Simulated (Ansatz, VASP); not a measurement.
CsH in VASP and in Ansatz

Contents of POSCAR:

```
CsH
1.0
    3.1880000000      3.1880000000      0.0000000000
   -3.1880000000      3.1880000000      0.0000000000
    0.0000000000      3.1880000000      3.1880000000
Cs H
1 1
Direct
    0.0000000000      0.0000000000      0.0000000000
    0.5000000000      0.5000000000      0.0000000000
```

The input INCAR.step1:

```
PREC     = Accurate       # precision mode
ENCUT    = 520            # plane-wave cutoff, eV
ISMEAR   = 0              # smearing method
SIGMA    = 0.01           # smearing width, eV
LREAL    = False          # projectors in reciprocal space
LASPH    = True           # aspherical terms in the spheres
NELM     = 100            # most SCF steps
NBANDS   = 12             # bands
GGA      = PE             # functional
ALGO     = Normal         # electronic algorithm
EDIFF    = 1E-4           # SCF threshold, eV
LWAVE    = True           # write WAVECAR
LCHARG   = False          # write CHGCAR
```

The input INCAR.step2:

```
PREC     = Accurate       # precision mode
ENCUT    = 520            # plane-wave cutoff, eV
EDIFF    = 1E-7           # SCF threshold, eV
ISMEAR   = 0              # smearing method
SIGMA    = 0.01           # smearing width, eV
LREAL    = False          # projectors in reciprocal space
LASPH    = True           # aspherical terms in the spheres
NELM     = 100            # most SCF steps
ALGO     = Normal         # electronic algorithm
ISIF     = 2              # what is computed and relaxed
LWAVE    = False          # write WAVECAR
LCHARG   = False          # write CHGCAR
METAGGA  = R2SCAN         # meta-GGA
LMIXTAU  = True         
NBANDS   = 12             # bands
ISTART   = 1
```

The input KPOINTS:

```
regular mesh
0
Gamma
  6 6 6
```

Input for Ansatz:

```yaml
crystal:
  lattice:
    - [3.188, 3.188, 0.0]
    - [-3.188, 3.188, 0.0]
    - [0.0, 3.188, 3.188]
  atoms:
    - { symbol: Cs, position: [0.0, 0.0, 0.0] }
    - { symbol: H, position: [0.5, 0.5, 0.0] }
kpoints:
  mp_grid: { grid: [6, 6, 6] }
scf:
  occupations: { method: fixed }
  convergence: { dr2_threshold: 1.0e-10 }
hamiltonian:
  xc: r2scan
  pseudopotentials: { kind: paw }
output:
  forces: true
  stress: true
  eigenstates:
    kpoints:
      - [0.0, 0.0, 0.0]
      - [0.5, 0.0, 0.0]
      - [0.0, 0.5, 0.5]
      - [0.0, -0.5, 0.0]
      - [0.5, 0.0, 0.5]
      - [-0.5, -0.5, -0.5]
      - [-0.5, 0.5, 0.0]
      - [0.0, 0.0, -0.5]
  eigenvalues: true
```

Change from the starting cell: unstrained.

Alike in both runs: task single point; functional r2SCAN; k mesh 6 × 6 × 6; no spin polarisation.

|  | VASP | Ansatz |
| --- | --- | --- |
| version | VASP 6.6.1 | Ansatz 0.2.0 |
| potentials or method | VASP PAW PBE potentials, release 64 (Cs_sv, H) | PAW with Ansatz's default frozen-core files, scalar-relativistic |
| plane-wave cutoff (eV) | 520 | 500 |
| occupations | gaussian, width 0.01 eV | fixed |
| valence electrons in the cell | 10 | 10 |

```csv
,VASP,Ansatz,Ansatz less VASP
gap on the k mesh at the Fermi level (eV),2.66,2.68,+0.017
pressure (GPa),0.0,0.0,-0.02
```

VASP's potentials were made for PBE, not for r2SCAN.

Spin-orbit coupling is off throughout.
